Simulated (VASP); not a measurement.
# Ge6Se5 in VASP: single point with PBEsol

Aim: the single point of Ge6Se5 with PBEsol.

All numbers are computed with VASP 6.6.1; they aren't measurements. Logs are shortened: lines on timing, memory, paths and dates and some standing lists are left out, and cuts for length are marked.

## 1. The cell of the first run

The cell holds a slab with vacuum, 22 atoms: a = 3.854 Å, b = 10.711 Å, c = 26.889 Å, α = 90.00°, β = 90.00°, γ = 90.00°.

## 2. Single point, PBEsol

Input file INCAR:

```
ALGO = Normal
DIPOL = 0.5 0.5 0.500
EDIFF = 1E-6
ENCUT = 410
GGA = PS
GGA_COMPAT = F
IDIPOL = 3
ISIF = 2
ISMEAR = 0
KPAR = 4
LASPH = T
LCHARG = F
LDIPOL = T
LREAL = F
LWAVE = F
NBANDS = 131
NELM = 120
NELMDL = -8
PREC = Accurate
SIGMA = 0.05
```

Input file KPOINTS:

```
k-points
0
Gamma
  9 4 1
```

Input file POSCAR:

```
Ge6Se5
1.0
    3.8543821091      0.0000000000      0.0000000000
    0.0000000000     10.7114879443      0.0000000000
    0.0000000000      0.0000000000     26.8893566553
Ge Se
12 10
Direct
    0.7500000000      0.1192736146      0.2789207677
    0.7500000000      0.6192736146      0.3243301582
    0.2500000000      0.3807263854      0.3582705825
    0.2500000000      0.8807263854      0.4036799730
    0.7500000000      0.1192736146      0.4376203973
    0.7500000000      0.6192736146      0.4830297879
    0.2500000000      0.3807263854      0.5169702121
    0.2500000000      0.8807263854      0.5623796027
    0.7500000000      0.1192736146      0.5963200270
    0.7500000000      0.6192736146      0.6417294175
    0.2500000000      0.3807263854      0.6756698418
    0.2500000000      0.8807263854      0.7210792323
    0.7500000000      0.8557849363      0.3403171910
    0.2500000000      0.1442150637      0.3422835497
    0.2500000000      0.6442150637      0.4196670058
    0.7500000000      0.3557849363      0.4216333645
    0.7500000000      0.8557849363      0.4990168206
    0.2500000000      0.1442150637      0.5009831794
    0.2500000000      0.6442150637      0.5783666355
    0.7500000000      0.3557849363      0.5803329942
    0.7500000000      0.8557849363      0.6577164503
    0.2500000000      0.1442150637      0.6596828090
```

Potentials or basis: VASP PAW PBE potentials, release 64 (Ge_d, Se).

The run is started by

```bash
cat potpaw_PBE.64/Ge_d/POTCAR potpaw_PBE.64/Se/POTCAR > POTCAR
mpirun -np 4 vasp_std > vasp.out
```

OUTCAR:

```text
EDIFF = 1E-6
   ENCUT = 410
   GGA = PS
   ISIF = 2
   ISMEAR = 0
   LASPH = T
   LREAL = F
   NELM = 120
   NELMDL = -8
   PREC = Accurate

 ion  position               nearest neighbor table
   1  0.750  0.119  0.279-  14 2.59  14 2.59
   2  0.750  0.619  0.324-  13 2.57
   3  0.250  0.381  0.358-  14 2.57  16 2.59  16 2.59
   4  0.250  0.881  0.404-  15 2.57  13 2.59  13 2.59
   5  0.750  0.119  0.438-  16 2.57  18 2.59  18 2.59
   6  0.750  0.619  0.483-  17 2.57  15 2.59  15 2.59
   7  0.250  0.381  0.517-  18 2.57  20 2.59  20 2.59
   8  0.250  0.881  0.562-  19 2.57  17 2.59  17 2.59
   9  0.750  0.119  0.596-  20 2.57  22 2.59  22 2.59
  10  0.750  0.619  0.642-  21 2.57  19 2.59  19 2.59
  11  0.250  0.381  0.676-  22 2.57
  12  0.250  0.881  0.721-  21 2.59  21 2.59
  13  0.750  0.856  0.340-   2 2.57   4 2.59   4 2.59
  14  0.250  0.144  0.342-   3 2.57   1 2.59   1 2.59
  15  0.250  0.644  0.420-   4 2.57   6 2.59   6 2.59
  16  0.750  0.356  0.422-   5 2.57   3 2.59   3 2.59
  17  0.750  0.856  0.499-   6 2.57   8 2.59   8 2.59
  18  0.250  0.144  0.501-   7 2.57   5 2.59   5 2.59
  19  0.250  0.644  0.578-   8 2.57  10 2.59  10 2.59
  20  0.750  0.356  0.580-   9 2.57   7 2.59   7 2.59
  21  0.750  0.856  0.658-  10 2.57  12 2.59  12 2.59
  22  0.250  0.144  0.660-  11 2.57   9 2.59   9 2.59

  LATTYP: Found a simple orthorhombic cell.
 ALAT       =     3.8543821091
 B/A-ratio  =     2.7790415276
 C/A-ratio  =     6.9763079773

  Lattice vectors:

 A1 = (   3.8543821091,   0.0000000000,   0.0000000000)
 A2 = (   0.0000000000,  10.7114879443,   0.0000000000)
 A3 = (   0.0000000000,   0.0000000000,  26.8893566553)

Analysis of symmetry for initial positions (statically):
=====================================================================
 Subroutine PRICEL returns:
 Original cell was already a primitive cell.

 Routine SETGRP: Setting up the symmetry group for a
 simple orthorhombic supercell.

 Subroutine GETGRP returns: Found  4 space group operations
 (whereof  2 operations were pure point group operations)
 out of a pool of  8 trial point group operations.

The static configuration has the point symmetry S_2 .
 The point group associated with its full space group is C_2h.

Analysis of symmetry for dynamics (positions and initial velocities):
=====================================================================
 Subroutine PRICEL returns:
 Original cell was already a primitive cell.

 Routine SETGRP: Setting up the symmetry group for a
 simple orthorhombic supercell.

 Subroutine GETGRP returns: Found  4 space group operations
 (whereof  2 operations were pure point group operations)
 out of a pool of  8 trial point group operations.

The dynamic configuration has the point symmetry S_2 .
 The point group associated with its full space group is C_2h.

 Subroutine INISYM returns: Found  4 space group operations
 (whereof  2 operations are pure point group operations),
 and found     1 'primitive' translations

----------------------------------------------------------------------------------------

                                     Primitive cell

  volume of cell :    1110.1585

  direct lattice vectors                    reciprocal lattice vectors
     3.854382109  0.000000000  0.000000000     0.259444957  0.000000000  0.000000000
     0.000000000 10.711487944  0.000000000     0.000000000  0.093357711  0.000000000
     0.000000000  0.000000000 26.889356655     0.000000000  0.000000000  0.037189436

  length of vectors
     3.854382109 10.711487944 26.889356655     0.259444957  0.093357711  0.037189436

  position of ions in fractional coordinates (direct lattice)
     0.750000000  0.119273615  0.278920768
     0.750000000  0.619273615  0.324330158
     0.250000000  0.380726385  0.358270582
     0.250000000  0.880726385  0.403679973
     0.750000000  0.119273615  0.437620397
     0.750000000  0.619273615  0.483029788
[... 14 lines left out ...]
     0.750000000  0.855784936  0.657716450
     0.250000000  0.144215064  0.659682809

  ion indices of the primitive-cell ions
   primitive index   ion index
                 1           1
                 2           2
                 3           3
                 4           4
                 5           5
                 6           6
[... 14 lines left out ...]
                21          21
                22          22

----------------------------------------------------------------------------------------

 KPOINTS: k-points

Automatic generation of k-mesh.
 Grid dimensions read from file:
 generate k-points for:    9    4    1

 Generating k-lattice:

  Cartesian coordinates                     Fractional coordinates (reciprocal lattice)
     0.028827217  0.000000000  0.000000000     0.111111111  0.000000000  0.000000000
     0.000000000  0.023339428  0.000000000     0.000000000  0.250000000  0.000000000
     0.000000000  0.000000000  0.037189436     0.000000000  0.000000000  1.000000000

  Length of vectors
     0.028827217  0.023339428  0.037189436

  Shift w.r.t. Gamma in fractional coordinates (k-lattice)
     0.000000000  0.000000000  0.000000000

 Subroutine IBZKPT returns following result:
 ===========================================

 Found     15 irreducible k-points:

 Following reciprocal coordinates:
            Coordinates               Weight
  0.000000  0.000000  0.000000      1.000000
  0.111111  0.000000  0.000000      2.000000
  0.222222  0.000000  0.000000      2.000000
  0.333333  0.000000  0.000000      2.000000
  0.444444  0.000000  0.000000      2.000000
  0.000000  0.250000  0.000000      2.000000
  0.111111  0.250000  0.000000      4.000000
  0.222222  0.250000  0.000000      4.000000
  0.333333  0.250000  0.000000      4.000000
  0.444444  0.250000  0.000000      4.000000
  0.000000  0.500000  0.000000      1.000000
  0.111111  0.500000  0.000000      2.000000
  0.222222  0.500000  0.000000      2.000000
  0.333333  0.500000  0.000000      2.000000
  0.444444  0.500000  0.000000      2.000000
   k-points           NKPTS =     15   k-points in BZ     NKDIM =     15   number of bands    NBANDS=    131
   number of dos      NEDOS =    301   number of ions     NIONS =     22
   total plane-waves  NPLWV = 362880
   dimension x,y,z NGX =    28 NGY =   72 NGZ =  180
   dimension x,y,z NGXF=    56 NGYF=  144 NGZF=  360
   ions per type =              12  10
   NGX,Y,Z   is equivalent  to a cutoff of  12.08, 11.17, 11.13 a.u.
   NGXF,Y,Z  is equivalent  to a cutoff of  24.15, 22.35, 22.26 a.u.
 SYSTEM =  unknown system
   PREC   = accura    normal or accurate (medium, high low for compatibility)
   ISTART =      0    job   : 0-new  1-cont  2-samecut
   ICHARG =      2    charge: 1-file 2-atom 10-const
   ISPIN  =      1    spin polarized calculation?
   LNONCOLLINEAR =      F non collinear calculations
   LSORBIT =      F    spin-orbit coupling
   LASPH  =      T    aspherical Exc in radial PAW
   ENCUT  =  410.0 eV  30.13 Ry    5.49 a.u.   6.36 17.68 44.39*2*pi/ulx,y,z
   NELM   =    120;   NELMIN=  2; NELMDL= -8     # of ELM steps
   EDIFF  = 0.1E-05   stopping-criterion for ELM
   LREAL  =      F    real-space projection
   EDIFFG = 0.1E-04   stopping-criterion for IOM
   NSW    =      0    number of steps for IOM
   IBRION =     -1    ionic relax: 0-MD 1-quasi-New 2-CG
   NFREE  =      0    steps in history (QN), initial steepest desc. (CG)
   ISIF   =      2    stress and relaxation
   ISYM   =      2    0-nonsym 1-usesym 2-fastsym
   POTIM  = 0.5000    time-step for ionic-motion
   TEBEG  =    0.0;   TEEND  =   0.0 temperature during run
   PSTRESS=    0.0 pullay stress
   NELECT =     228.0000    total number of electrons
   NUPDOWN=      -1.0000    fix difference up-down
   EMIN   =  10.00;   EMAX   =-10.00  energy-range for DOS
   EFERMI =   0.00;   METHOD = LEGACY
   ISMEAR =     0;   SIGMA  =   0.05  broadening in eV -4-tet -1-fermi 0-gaus
   EFERMI_NEDOS =   21; number of points for ismear=-14 and -15
   IALGO  =     38    algorithm
   IMIX   =      4    mixing-type and parameters
     AMIX     =   0.40;   BMIX     =  1.00
     AMIX_MAG =   1.60;   BMIX_MAG =  1.00
  volume/ion in A,a.u.               =      50.46       340.53
  Fermi-wavevector in a.u.,A,eV,Ry     =   0.965884  1.825255 12.693298  0.932931
  Thomas-Fermi vector in A             =   2.095638
   LORBIT       =      0    0 simple, 1 ext, 2 COOP (PROOUT), +10 PAW based schemes
   GGA     = PS    functional components
   LHFCALC =     F    Hartree Fock is set to
   AEXX    =    0.0000 exact exchange contribution
   IVDW    =     0    specifies the selected vdW correction
   LEPSILON=     F    determine dielectric tensor
   LRPA    =     F    only Hartree local field effects (RPA)
 non-spin polarized calculation
 Gauss-broadening in eV      SIGMA  =   0.05
  energy-cutoff  :      410.00
  volume of cell :     1110.16
 maximum number of plane-waves:     20997
 NGX is ok and might be reduce to    28
   NGX = 13   NGY = 35   NGZ = 89

 dipolmoment           0.000000      0.000000      0.000000 electrons x Angstroem

 number of electron     228.0000134 magnetization

 dipolmoment           0.000000      0.000000     -0.000000 electrons x Angstroem

 Free energy of the ion-electron system (eV)
  ---------------------------------------------------
  ext. energy  EPLUGINS =         0.00000000
  ---------------------------------------------------
  free energy    TOTEN  =       -96.19314585 eV

  energy without entropy =      -96.17424425  energy(sigma->0) =      -96.18369505

 E-fermi :   0.2323     XC(G=0):  -5.1697

 val. band max:        0.2266033543   @ k =   0.2222   0.2500   0.0000
 cond. band min:       0.2477864042   @ k =   0.1111   0.0000   0.0000
 fundamental gap:      0.0211830500
 Fermi energy:         0.2322866064

 k-point     1 :       0.0000    0.0000    0.0000
  band No.  band energies     occupation
      1     -25.2242      2.00000
      2     -25.2242      2.00000
      3     -25.2146      2.00000
      4     -25.2146      2.00000
      5     -25.2058      2.00000
      6     -25.2058      2.00000
[... 118 lines left out ...]
    125       1.7532      0.00000
    126       1.8500      0.00000

 k-point     2 :       0.1111    0.0000    0.0000
  band No.  band energies     occupation
      1     -25.2233      2.00000
      2     -25.2233      2.00000
      3     -25.2149      2.00000
      4     -25.2149      2.00000
      5     -25.2065      2.00000
      6     -25.2065      2.00000
[... 1795 lines left out ...]
    125       2.0265      0.00000
    126       2.0738      0.00000
 [bands above 126 left out]

------------------------ aborting loop because EDIFF is reached ----------------------------------------

 vacuum level on the upper side and lower side of the slab       (xc-potential included)        -0.103        -0.103

  FORCE on cell =-STRESS in cart. coord.  units (eV):
  Direction    XX          YY          ZZ          XY          YZ          ZX
  --------------------------------------------------------------------------------------
  -------------------------------------------------------------------------------------
  Total      -11.6260708     -2.4183179     -4.0161976      0.0000000     -0.3911001      0.0000000
  in kB      -16.7787099     -3.4901090     -5.7961641      0.0000000     -0.5644345      0.0000000
  external PRESSURE =      -8.6883276 kB  Pullay stress =       0.0000000 kB

 VOLUME and BASIS-vectors are now :
 -----------------------------------------------------------------------------
  energy-cutoff  :      410.00
  volume of cell :     1110.16
      direct lattice vectors                 reciprocal lattice vectors
     3.854382109  0.000000000  0.000000000     0.259444957  0.000000000  0.000000000
     0.000000000 10.711487944  0.000000000     0.000000000  0.093357711  0.000000000
     0.000000000  0.000000000 26.889356655     0.000000000  0.000000000  0.037189436

 POSITION                                       TOTAL-FORCE (eV/Angst)
 -----------------------------------------------------------------------------------
      2.89079      1.27760      7.50000        -0.000000     -0.230985      0.849522
      2.89079      6.63334      8.72103        -0.000000      0.342140      0.424962
      0.96360      4.07815      9.63367        -0.000000      0.437723     -0.100743
      0.96360      9.43389     10.85469        -0.000000      0.195248      0.033898
      2.89079      1.27760     11.76733        -0.000000     -0.165753      0.129133
      2.89079      6.63334     12.98836        -0.000000     -0.166245      0.255629
[... 14 lines left out ...]
      2.89079      9.16673     17.68557        -0.000000      0.109244      0.617829
      0.96360      1.54476     17.73845         0.000000      0.273938      0.403500
 -----------------------------------------------------------------------------------
    total drift:                                0.000000      0.000000     -0.000000

  FREE ENERGIE OF THE ION-ELECTRON SYSTEM (eV)
  ---------------------------------------------------
  free  energy   TOTEN  =       -96.1931458479 eV

  energy  without entropy=      -96.1742442546  energy(sigma->0) =      -96.18369505

 vacuum level on the upper side and lower side of the slab         3.873         3.873
```

Run time: 32 min. Hardware: 4 MPI ranks of Intel Xeon Platinum 8259CL at 2.50GHz (Skylake/Cascade Lake), shared host; peak memory 1.4 GiB.

What came out:

```yaml
Free_energy: -96.1931 eV
Largest_force: 0.880 eV/Å
Band_gap_on_the_k_mesh: zero (bands 114 and 115 overlap by 0.42 eV)
```

Forces on the atoms (eV/Å):
```
Ge   0.000 -0.231  0.850
Ge   0.000  0.342  0.425
Ge   0.000  0.438 -0.101
Ge   0.000  0.195  0.034
Ge   0.000 -0.166  0.129
Ge   0.000 -0.166  0.256
Ge   0.000  0.166 -0.256
Ge   0.000  0.166 -0.129
Ge   0.000 -0.195 -0.034
Ge   0.000 -0.438  0.101
Ge   0.000 -0.342 -0.425
Ge   0.000  0.231 -0.850
Se   0.000 -0.274 -0.404
Se   0.000 -0.109 -0.618
Se   0.000 -0.215 -0.643
Se   0.000  0.101  0.123
Se   0.000  0.072 -0.007
Se   0.000 -0.072  0.007
Se   0.000 -0.101 -0.123
Se   0.000  0.215  0.643
Se   0.000  0.109  0.618
Se   0.000  0.274  0.404
```

Levels at points of the mesh, in eV from the Fermi level:
```tsv
k point	band 111	band 112	band 113	band 114	band 115	band 116	band 117	band 118
(0.00, 0.00, 0.00)	-1.06	-0.98	-0.15	-0.05	-0.03	0.05	0.23	0.56
(0.00, 0.50, 0.00)	-1.18	-1.11	-0.05	0.07	0.18	0.57	0.65	0.71
```

Caveat: the PAW data sets were made with another functional, which shifts forces and pressure a little.

The gap in the log of VASP goes by the Fermi energy; the results here count the filled bands.